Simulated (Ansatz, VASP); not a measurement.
# One calculation of B, two programs

```
B
1.0
     2.97302    0.00000    0.00000
    -1.48651    2.57471    0.00000
     0.00000    0.00000    2.93464
B
3
Direct
  0.00000 0.00000 0.00000
  0.33333 0.66667 0.50000
  0.66667 0.33333 0.50000
```

Alike in both runs: task single point; functional PBE; k mesh 14 × 14 × 13; occupations fermi-dirac, width 0.1 eV; no spin polarisation.

|  | VASP | Ansatz |
| --- | --- | --- |
| version | VASP 6.6.1 | Ansatz 0.2.0 |
| potentials or method | VASP PAW PBE potentials, release 64 (B), cutoff 520 eV | plane waves (420 eV) with PAW, scalar-relativistic |
| valence electrons in the cell | 9 | 9 |

Ansatz gave:

* pressure (GPa): -20.7
* traceless stress, the component that is largest in VASP (GPa): 7.78

Question: Which values does VASP return?

Answer: Pressure (GPa): -20.8; traceless stress, the component that is largest in VASP (GPa): 7.73.
